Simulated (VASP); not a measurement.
Here is a VASP 6.6.1 calculation.

The input INCAR:

```
SYSTEM = CdPd
PREC = Accurate ; ENCUT = 520
EDIFF = 1E-7 ; ISMEAR = -1
SIGMA = 0.05 ; LREAL = .FALSE.
LASPH = .TRUE. ; NELM = 60
ALGO = Normal ; ISIF = 2
LWAVE = .FALSE. ; LCHARG = .TRUE.
LELF = .TRUE. ; LVHAR = .TRUE.
NBANDS = 18
```

The input KPOINTS:

```
Automatic mesh
0
G
  14 14 11
  0 0 0
```

The input POSCAR:

```
CdPd
1.0
    2.9631240153      0.0000000000      0.0000000000
    0.0000000000      2.9631240153      0.0000000000
    0.0000000000      0.0000000000      3.6261122151
Cd Pd
1 1
Direct
    0.0000000000      0.0000000000      0.0000000000
    0.5000000000      0.5000000000      0.5000000000
```

Potentials or basis: VASP PAW LDA potentials, release 64 (Cd, Pd).

Command:

```sh
$ cat potpaw_LDA.64/Cd/POTCAR potpaw_LDA.64/Pd/POTCAR > POTCAR
$ mpirun -np 1 vasp_std > vasp.out
```

**Question.** Predict the pressure.

**Answer.** 1.6 GPa.

**Question.** Estimate the band gap on the k mesh.

**Answer.** Zero (band 11 reaches 10.84 eV, above the bottom of band 12 at 5.09 eV).

Stress tensor (GPa, compression positive):
```
1.50 0.00 0.00
0.00 1.50 0.00
0.00 0.00 1.67
```
